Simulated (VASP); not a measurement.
# CuO: density of states with PBE

The system is CuO.

```xyz
4
Lattice="1.9910 -2.1536 0.0000 1.9910 2.1536 0.0000 0.0000 0.0000 5.1559" Properties=species:S:1:pos:R:3 pbc="T T T"
Cu    0.9955   -1.0768    0.0000
Cu    0.9955    1.0768    2.5780
O     1.9910    0.0000    1.2890
O     1.9910    0.0000    3.8669
```

```json
{"Program": "VASP 6.6.1", "Task": "density of states", "Functional": "PBE", "Potentials or basis": "VASP PAW PBE potentials, release 64 (Cu, O)", "Cutoff": "520 eV", "k mesh": "5 × 5 × 3", "Occupations": "fermi-dirac, width 0.05 eV", "Spin": "no spin polarisation", "Dipole correction": "no", "k mesh for the DOS": "8 × 8 × 5", "Occupations for the DOS": "tetrahedron", "Further INCAR settings": "ALGO = Normal; EDIFF = 1e-06; NBANDS = 25"}
```

```yaml
Valence_electrons_inside_the_program's_atomic_spheres: Cu 9.90; O 4.96
```

Levels at points of the mesh, in eV from the Fermi level:
| k point | band 14 | band 15 | band 16 | band 17 | band 18 | band 19 | band 20 | band 21 |
| --- | --- | --- | --- | --- | --- | --- | --- | --- |
| (0.00, 0.00, 0.00) | -2.36 | -2.30 | -1.91 | 0.58 | 0.77 | 1.43 | 6.15 | 7.31 |
| (0.50, 0.00, 0.00) | -1.87 | -1.57 | -1.50 | 0.21 | 0.46 | 3.73 | 5.94 | 6.44 |
| (0.50, 0.50, 0.00) | -2.34 | -1.62 | -1.22 | -1.16 | 1.12 | 2.23 | 7.26 | 9.19 |

It took 35 s on 1 thread of AMD EPYC 9R45 96-Core Processor (Zen 5), on a shared host, peak memory 0.15 GiB.

Caveat: the k points lie up to 0.43 Å⁻¹ apart; semilocal functionals often make such compounds metallic where correlation or magnetic order opens a gap, which also shifts bond lengths.
